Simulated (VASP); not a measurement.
Write the native input for VASP 6.6.1 that does the following.

```
Task                   : single point
Functional             : PBEsol
Potentials or basis    : VASP PAW PBE potentials, release 64 (Al, Ni)
Cutoff                 : 520 eV
k mesh                 : 12 × 12 × 6
Occupations            : gaussian, width 0.15 eV
Spin                   : no spin polarisation
Dipole correction      : no
Further INCAR settings : ALGO = Fast; EDIFF = 1e-07; NBANDS = 21
```

The structure of AlNi lies in POSCAR:

```
AlNi
1.0
    2.8624867693     -0.0000026814     -0.0000012454
   -0.0000026814      2.8625432079     -0.0000085356
   -0.0000024908     -0.0000170711      5.7247828199
Al Ni
2 2
Direct
   -0.0000003282     -0.0000005008      0.5000006503
    0.0000002724      0.0000026958     -0.0000009408
    0.4999999885      0.4999981298      0.2500006895
    0.5000000674      0.4999996751      0.7499996009
```

This cell differs from its parent crystal: atom 2 moved 0.15 Å, then relaxed in part.

One way to write it, as run:

INCAR

```
PREC = Accurate
ENCUT = 520
EDIFF = 1E-7
ISMEAR = 0
SIGMA = 0.15
LREAL = F
LASPH = T
NELM = 80
ALGO = Fast
ISIF = 2
LWAVE = F
LCHARG = F
GGA = PS
NBANDS = 21
```

KPOINTS

```
Automatic mesh
0
Gamma
  12 12 6
```

Potentials or basis: VASP PAW PBE potentials, release 64 (Al, Ni).

Command:

```sh
$ cat potpaw_PBE.64/Al/POTCAR potpaw_PBE.64/Ni/POTCAR > POTCAR
$ mpirun -np 1 vasp_std > vasp.out
```

It gave:

```json
{
  "Pressure": "0.1 GPa",
  "Band gap on the k mesh": "zero (band 13 reaches 12.46 eV, above the bottom of band 14 at 9.45 eV)"
}
```

Caveat: the cell differs from its parent crystal (atom 2 moved 0.15 Å, then relaxed in part); the PAW data sets were made with another functional, which shifts forces and pressure a little.

Run time: 82 s on 1 thread of Intel(R) Xeon(R) 6975P-C (Granite Rapids) (shared host), peak memory 0.29 GiB.
